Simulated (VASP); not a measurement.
A run of VASP 6.6.1:

The input INCAR:

```
ALGO = Normal
EDIFF = 1E-6
EDIFFG = -0.01
ENCUT = 600
GGA = PS
IBRION = 2
ISIF = 3
ISMEAR = -1
IVDW = 13
LASPH = True
LCHARG = False
LREAL = False
LWAVE = False
NELM = 80
NSW = 60
PREC = Accurate
SIGMA = 0.05
```

File KPOINTS:

```
k-points
0
Gamma
  11 11 11
```

The input POSCAR:

```
Ti
1.0
   -1.6410000000      1.6410000000      1.6410000000
    1.6410000000     -1.6410000000      1.6410000000
    1.6410000000      1.6410000000     -1.6410000000
Ti
1
Direct
    0.0000000000      0.0000000000      0.0000000000
```

Potentials or basis: VASP PAW PBE potentials, release 64 (Ti_sv).

Run with:

```sh
$ cat potpaw_PBE.64/Ti_sv/POTCAR > POTCAR
$ mpirun -np 1 vasp_std > vasp.out
```

Hardware: 1 thread of Intel(R) Xeon(R) Platinum 8488C (Sapphire Rapids), on a shared host.

Q: How long does it take, and how much memory?

A: Run time: 18 s on 1 thread of Intel(R) Xeon(R) Platinum 8488C (Sapphire Rapids), on a shared host, peak memory 0.15 GiB. Counts: scf iterations 31, k points 56, ion steps 3.
